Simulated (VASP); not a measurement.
# CdP2C: single point with r2SCAN

The system is CdP2C.

```
Cd P C
1.0
     3.30484    0.00000    0.00000
     0.00000    3.30484    0.00000
     0.00000    0.00000    5.97184
Cd P C
1 2 1
Direct
  0.00000 0.00000 0.00000
  0.00000 0.50000 0.32654
  0.50000 0.00000 0.67346
  0.50000 0.50000 0.50000
```

| Property | Result |
| --- | --- |
| Program | VASP 6.6.1 |
| Task | single point |
| Functional | r2SCAN |
| Potentials or basis | VASP PAW PBE potentials, release 64 (Cd, P, C) |
| Cutoff | 520 eV |
| k mesh | 8 × 8 × 4 |
| Occupations | fermi-dirac, width 0.02 eV |
| Spin | no spin polarisation |

```yaml
Pressure: 0.0 GPa
Largest_force: 0.065 eV/Å
Band_gap_on_the_k_mesh: zero (bands 13 and 14 overlap by 0.51 eV)
```

Forces on the atoms (eV/Å):
```
Cd   0.000  0.000  0.000
P    0.000  0.000  0.065
P    0.000  0.000 -0.065
C    0.000  0.000  0.000
```

Stress tensor (GPa, compression positive):
```
-0.02  0.00  0.00
 0.00 -0.02  0.00
 0.00  0.00  0.08
```

Levels at points of the mesh, in eV from the Fermi level:
| k point | band 9 | band 10 | band 11 | band 12 | band 13 | band 14 | band 15 | band 16 | band 17 | band 18 |
| --- | --- | --- | --- | --- | --- | --- | --- | --- | --- | --- |
| (0.00, 0.00, 0.00) | -6.23 | -6.23 | -2.55 | -1.57 | -0.33 | 0.68 | 0.68 | 2.39 | 3.77 | 3.77 |
| (0.50, 0.00, 0.00) | -6.66 | -5.49 | -5.17 | -5.10 | 0.23 | 0.33 | 2.32 | 3.00 | 4.32 | 5.60 |
| (0.50, 0.50, 0.00) | -7.02 | -5.58 | -4.45 | -4.45 | -3.24 | 1.05 | 1.05 | 1.15 | 1.28 | 6.03 |
| (0.00, 0.00, 0.50) | -6.13 | -6.13 | -5.70 | -0.67 | -0.40 | 0.03 | 0.03 | 3.70 | 5.11 | 5.11 |
| (0.50, 0.00, 0.50) | -7.31 | -5.50 | -3.49 | -3.13 | -0.92 | 0.34 | 1.09 | 1.44 | 4.31 | 4.60 |
| (0.50, 0.50, 0.50) | -6.92 | -5.66 | -5.00 | -5.00 | -3.87 | 2.23 | 3.50 | 3.50 | 3.88 | 4.47 |

Run time: 5.2 min on 1 thread of Intel Xeon 8259CL, on a shared host, peak memory 0.23 GiB.

Caveat: the PAW data sets were made with another functional, which shifts forces and pressure a little.
